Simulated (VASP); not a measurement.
A run of VASP 6.6.1 is set up as follows.

INCAR

```
ALGO = Normal
EDIFF = 1E-6
ENCUT = 500
GGA_COMPAT = F
ISIF = 2
ISMEAR = -1
LASPH = T
LCHARG = T
LORBIT = 11
LORBMOM = T
LREAL = F
LSORBIT = T
LVHAR = T
LWAVE = F
MAGMOM = 0 0 0
NBANDS = 23
NELM = 200
PREC = Accurate
SIGMA = 0.1
```

KPOINTS

```
k-points
0
Gamma
  12 12 12
```

Contents of POSCAR:

```
Zn
1.0
    2.5225912199      0.0000000000      0.0000000000
    0.0000000000      2.5225912199      0.0000000000
    0.0000000000      0.0000000000      2.5225912199
Zn
1
Direct
    0.0000000000      0.0000000000      0.0000000000
```

Potentials or basis: VASP PAW LDA potentials, release 64 (Zn).

Command:

```sh
$ cat potpaw_LDA.64/Zn/POTCAR > POTCAR
$ mpirun -np 1 vasp_ncl > vasp.out
```

Question: What does it give for the pressure?

Answer: 0.6 GPa.

Question: Estimate the net moment.

Answer: 0.00 μB per cell.

Moments on the atoms (μB; x, y, z):
```
Zn  0.00 0.00 0.00
```
